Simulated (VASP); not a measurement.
# Zr (P6_3/mmc) in VASP: further runs

Zr is run at these levels: LDA; tasks: single point.

All numbers are computed with VASP 6.6.1; they aren't measurements. Logs are shortened: lines on timing, memory, paths and dates and some standing lists are left out, and cuts for length are marked.

## (1) The cell of the first run

Symmetry: P6_3/mmc, No. 194, hexagonal system. The conventional cell has a = 3.144 Å, b = 3.144 Å, c = 5.089 Å, α = 90.00°, β = 90.00°, γ = 120.00°. Within 4.1 Å of Zr (site symmetry -6m2) lie 12 Zr at 3.13 to 3.14 Å.

## (2) Single point, LDA

The input, INCAR:

```
SYSTEM = Zr
  PREC = Accurate
  ENCUT = 520
  EDIFF = 1E-6
  ISMEAR = -1
  SIGMA = 0.1
  LREAL = .False.
  LASPH = .True.
  NELM = 100
  ALGO = Normal
  ISIF = 2
  LWAVE = .False.
  LCHARG = .False.
  NBANDS = 19
```

The input, KPOINTS:

```
regular mesh
0
Gamma
  12 12 6
  0 0 0
```

The input, POSCAR:

```
Zr
1.0
    3.1439658570      0.0000000000      0.0000000000
   -1.5719829285      2.7227543008      0.0000000000
    0.0000000000      0.0000000000      5.0894642375
Zr
2
Direct
    0.3333333333      0.6666666667      0.2500000000
    0.6666666667      0.3333333333      0.7500000000
```

Potentials or basis: VASP PAW LDA potentials, release 64 (Zr_sv).

Launch:

```bash
cat potpaw_LDA.64/Zr_sv/POTCAR > POTCAR
mpirun -np 1 vasp_std > vasp.out
```

OUTCAR:

```text
SYSTEM = Zr
   PREC = Accurate
   ENCUT = 520
   EDIFF = 1E-6
   ISMEAR = -1
   LREAL = .False.
   LASPH = .True.
   NELM = 100
   ISIF = 2

 ion  position               nearest neighbor table
   1  0.333  0.667  0.250-   2 3.13   2 3.13   2 3.13   2 3.13   2 3.13   2 3.13
   2  0.667  0.333  0.750-   1 3.13   1 3.13   1 3.13   1 3.13   1 3.13   1 3.13

  LATTYP: Found a hexagonal cell.
 ALAT       =     3.1439658570
 C/A-ratio  =     1.6188039149

  Lattice vectors:

 A1 = (   3.1439658570,   0.0000000000,   0.0000000000)
 A2 = (  -1.5719829285,   2.7227543008,   0.0000000000)
 A3 = (   0.0000000000,   0.0000000000,   5.0894642375)

Analysis of symmetry for initial positions (statically):
=====================================================================
 Subroutine PRICEL returns:
 Original cell was already a primitive cell.

 Routine SETGRP: Setting up the symmetry group for a
 hexagonal supercell.

 Subroutine GETGRP returns: Found 24 space group operations
 (whereof 12 operations were pure point group operations)
 out of a pool of 24 trial point group operations.

The static configuration has the point symmetry D_3d.
 The point group associated with its full space group is D_6h.

Analysis of symmetry for dynamics (positions and initial velocities):
=====================================================================
 Subroutine PRICEL returns:
 Original cell was already a primitive cell.

 Routine SETGRP: Setting up the symmetry group for a
 hexagonal supercell.

 Subroutine GETGRP returns: Found 24 space group operations
 (whereof 12 operations were pure point group operations)
 out of a pool of 24 trial point group operations.

The dynamic configuration has the point symmetry D_3d.
 The point group associated with its full space group is D_6h.

 Subroutine INISYM returns: Found 24 space group operations
 (whereof 12 operations are pure point group operations),
 and found     1 'primitive' translations

----------------------------------------------------------------------------------------

                                     Primitive cell

  volume of cell :      43.5671

  direct lattice vectors                    reciprocal lattice vectors
     3.143965857  0.000000000  0.000000000     0.318069612  0.183637576  0.000000000
    -1.571982928  2.722754301  0.000000000     0.000000000  0.367275152  0.000000000
     0.000000000  0.000000000  5.089464237     0.000000000  0.000000000  0.196484336

  length of vectors
     3.143965857  3.143965857  5.089464237     0.367275152  0.367275152  0.196484336

  position of ions in fractional coordinates (direct lattice)
     0.333333333  0.666666667  0.250000000
     0.666666667  0.333333333  0.750000000

  ion indices of the primitive-cell ions
   primitive index   ion index
                 1           1
                 2           2

----------------------------------------------------------------------------------------

 KPOINTS: regular mesh

Automatic generation of k-mesh.
 Grid dimensions read from file:
 generate k-points for:   12   12    6

 Generating k-lattice:

  Cartesian coordinates                     Fractional coordinates (reciprocal lattice)
     0.026505801  0.015303131  0.000000000     0.083333333  0.000000000  0.000000000
     0.000000000  0.030606263  0.000000000     0.000000000  0.083333333  0.000000000
     0.000000000  0.000000000  0.032747389     0.000000000  0.000000000  0.166666667

  Length of vectors
     0.030606263  0.030606263  0.032747389

  Shift w.r.t. Gamma in fractional coordinates (k-lattice)
     0.000000000  0.000000000  0.000000000

 Subroutine IBZKPT returns following result:
 ===========================================

 Found     76 irreducible k-points:

 Following reciprocal coordinates:
            Coordinates               Weight
  0.000000  0.000000  0.000000      1.000000
  0.083333  0.000000  0.000000      6.000000
  0.166667  0.000000  0.000000      6.000000
  0.250000  0.000000  0.000000      6.000000
  0.333333  0.000000  0.000000      6.000000
  0.416667  0.000000  0.000000      6.000000
[... 16 lines left out ...]
  0.250000  0.000000  0.166667     12.000000
  0.333333  0.000000  0.166667     12.000000
 [... further k-points ...]
   k-points           NKPTS =     76   k-points in BZ     NKDIM =     76   number of bands    NBANDS=     19
   number of dos      NEDOS =    301   number of ions     NIONS =      2
   total plane-waves  NPLWV =  23040
   dimension x,y,z NGX =    24 NGY =   24 NGZ =   40
   dimension x,y,z NGXF=    48 NGYF=   48 NGZF=   80
   ions per type =               2
   NGX,Y,Z   is equivalent  to a cutoff of  12.69, 12.69, 13.07 a.u.
   NGXF,Y,Z  is equivalent  to a cutoff of  25.38, 25.38, 26.13 a.u.
 SYSTEM =  Zr
   PREC   = accura    normal or accurate (medium, high low for compatibility)
   ISTART =      0    job   : 0-new  1-cont  2-samecut
   ICHARG =      2    charge: 1-file 2-atom 10-const
   ISPIN  =      1    spin polarized calculation?
   LNONCOLLINEAR =      F non collinear calculations
   LSORBIT =      F    spin-orbit coupling
   LASPH  =      T    aspherical Exc in radial PAW
   ENCUT  =  520.0 eV  38.22 Ry    6.18 a.u.   5.85  5.85  9.46*2*pi/ulx,y,z
   NELM   =    100;   NELMIN=  2; NELMDL= -5     # of ELM steps
   EDIFF  = 0.1E-05   stopping-criterion for ELM
   LREAL  =      F    real-space projection
   EDIFFG = 0.1E-04   stopping-criterion for IOM
   NSW    =      0    number of steps for IOM
   IBRION =     -1    ionic relax: 0-MD 1-quasi-New 2-CG
   NFREE  =      0    steps in history (QN), initial steepest desc. (CG)
   ISIF   =      2    stress and relaxation
   ISYM   =      2    0-nonsym 1-usesym 2-fastsym
   POTIM  = 0.5000    time-step for ionic-motion
   TEBEG  =    0.0;   TEEND  =   0.0 temperature during run
   PSTRESS=    0.0 pullay stress
   NELECT =      24.0000    total number of electrons
   NUPDOWN=      -1.0000    fix difference up-down
   EMIN   =  10.00;   EMAX   =-10.00  energy-range for DOS
   EFERMI =   0.00;   METHOD = LEGACY
   ISMEAR =    -1;   SIGMA  =   0.10  broadening in eV -4-tet -1-fermi 0-gaus
   EFERMI_NEDOS =   21; number of points for ismear=-14 and -15
   IALGO  =     38    algorithm
   IMIX   =      4    mixing-type and parameters
     AMIX     =   0.40;   BMIX     =  1.00
     AMIX_MAG =   1.60;   BMIX_MAG =  1.00
  volume/ion in A,a.u.               =      21.78       147.00
  Fermi-wavevector in a.u.,A,eV,Ry     =   1.342020  2.536051 24.504349  1.801019
  Thomas-Fermi vector in A             =   2.470208
   LORBIT       =      0    0 simple, 1 ext, 2 COOP (PROOUT), +10 PAW based schemes
   GGA     = CA    functional components
   LHFCALC =     F    Hartree Fock is set to
   AEXX    =    0.0000 exact exchange contribution
   IVDW    =     0    specifies the selected vdW correction
   LEPSILON=     F    determine dielectric tensor
   LRPA    =     F    only Hartree local field effects (RPA)
 non-spin polarized calculation
  energy-cutoff  :      520.00
  volume of cell :       43.57
 maximum number of plane-waves:      1194
 NGX is ok and might be reduce to    24
   NGX = 11   NGY = 11   NGZ = 19

 number of electron      23.9999999 magnetization

 Free energy of the ion-electron system (eV)
  ---------------------------------------------------
  ext. energy  EPLUGINS =         0.00000000
  ---------------------------------------------------
  free energy    TOTEN  =       -18.61651227 eV

  energy without entropy =      -18.54329766  energy(sigma->0) =      -18.57990496

 E-fermi :   9.5171     XC(G=0): -11.6000

 val. band max:        9.5128330148   @ k =   0.3333   0.1667   0.3333
 cond. band min:       9.5249563413   @ k =   0.0000   0.0000   0.5000
 fundamental gap:      0.0121233265
 Fermi energy:         9.5171214445

 k-point     1 :       0.0000    0.0000    0.0000
  band No.  band energies     occupation
      1     -38.8813      2.00000
      2     -38.6851      2.00000
      3     -17.6635      2.00000
      4     -16.5814      2.00000
      5     -16.5814      2.00000
      6     -16.4385      2.00000
[... 11 lines left out ...]
     18      11.8963      0.00000
     19      14.3097      0.00000

 k-point     2 :       0.0833    0.0000    0.0000
  band No.  band energies     occupation
      1     -38.8704      2.00000
      2     -38.6800      2.00000
      3     -17.6370      2.00000
      4     -16.6442      2.00000
      5     -16.6012      2.00000
      6     -16.4847      2.00000
[... 11 lines left out ...]
     18      11.7094      0.00000
     19      14.4454      0.00000

 k-point     3 :       0.1667    0.0000    0.0000
  band No.  band energies     occupation
      1     -38.8399      2.00000
      2     -38.6665      2.00000
      3     -17.5612      2.00000
      4     -16.8152      2.00000
      5     -16.6563      2.00000
      6     -16.6535      2.00000
[... 11 lines left out ...]
     18      11.8752      0.00000
     19      14.7183      0.00000

 k-point     4 :       0.2500    0.0000    0.0000
  band No.  band energies     occupation
      1     -38.7964      2.00000
      2     -38.6497      2.00000
      3     -17.4466      2.00000
      4     -17.0469      2.00000
      5     -16.8792      2.00000
      6     -16.7214      2.00000
[... 11 lines left out ...]
     18      12.7291      0.00000
     19      14.9583      0.00000

 k-point     5 :       0.3333    0.0000    0.0000
  band No.  band energies     occupation
      1     -38.7494      2.00000
      2     -38.6359      2.00000
      3     -17.3112      2.00000
      4     -17.2756      2.00000
      5     -17.0911      2.00000
      6     -16.7863      2.00000
[... 11 lines left out ...]
     18      13.7712      0.00000
     19      15.1099      0.00000
[... 334 lines left out ...]
      2     -38.6930      2.00000
      3     -17.5648      2.00000
      4     -16.6317      2.00000
      5     -16.5898      2.00000
      6     -16.5673      2.00000
[... 11 lines left out ...]
     18      12.1112      0.00000
     19      14.4627      0.00000

 k-point    22 :       0.1667    0.0000    0.1667
  band No.  band energies     occupation
      1     -38.8285      2.00000
      2     -38.6784      2.00000
      3     -17.5033      2.00000
      4     -16.7972      2.00000
      5     -16.7153      2.00000
      6     -16.6403      2.00000
[... 11 lines left out ...]
     18      12.0620      0.00000
     19      14.6563      0.00000

 k-point    23 :       0.2500    0.0000    0.1667
  band No.  band energies     occupation
      1     -38.7867      2.00000
      2     -38.6596      2.00000
      3     -17.4239      2.00000
      4     -17.0118      2.00000
      5     -16.9231      2.00000
      6     -16.7062      2.00000
[... 11 lines left out ...]
     18      12.6409      0.00000
     19      14.8166      0.00000

 k-point    24 :       0.3333    0.0000    0.1667
  band No.  band energies     occupation
      1     -38.7418      2.00000
      2     -38.6436      2.00000
      3     -17.4041      2.00000
      4     -17.1835      2.00000
      5     -17.0868      2.00000
      6     -16.7694      2.00000
[... 11 lines left out ...]
     18      13.5854      0.00000
     19      14.9405      0.00000

 [... further k-points ...]
[... 5 lines left out ...]
  --------------------------------------------------------------------------------------
  -------------------------------------------------------------------------------------
  Total        0.0485589      0.0485589      0.0422653      0.0000000     -0.0000000      0.0000000
  in kB        1.7857535      1.7857535      1.5543038      0.0000000     -0.0000000      0.0000000
  external PRESSURE =       1.7086036 kB  Pullay stress =       0.0000000 kB

 VOLUME and BASIS-vectors are now :
 -----------------------------------------------------------------------------
  energy-cutoff  :      520.00
  volume of cell :       43.57
      direct lattice vectors                 reciprocal lattice vectors
     3.143965857  0.000000000  0.000000000     0.318069612  0.183637576  0.000000000
    -1.571982928  2.722754301  0.000000000     0.000000000  0.367275152  0.000000000
     0.000000000  0.000000000  5.089464237     0.000000000  0.000000000  0.196484336

 POSITION                                       TOTAL-FORCE (eV/Angst)
 -----------------------------------------------------------------------------------
     -0.00000      1.81517      1.27237         0.000000     -0.000000      0.000000
      1.57198      0.90758      3.81710        -0.000000      0.000000      0.000000
 -----------------------------------------------------------------------------------
    total drift:                                0.000000     -0.000000      0.000000

  FREE ENERGIE OF THE ION-ELECTRON SYSTEM (eV)
  ---------------------------------------------------
  free  energy   TOTEN  =       -18.6165122686 eV

  energy  without entropy=      -18.5432976592  energy(sigma->0) =      -18.57990496
```

It took 87 s on 1 thread of AMD EPYC 7R13 (Zen 3), shared host; peak memory 0.14 GiB.

Results:

- Free energy: -18.6165 eV
- Pressure: 0.2 GPa
- Band gap on the k mesh: zero (band 12 reaches 10.50 eV, above the bottom of band 13 at 9.34 eV)

[end of part 1 of 2]
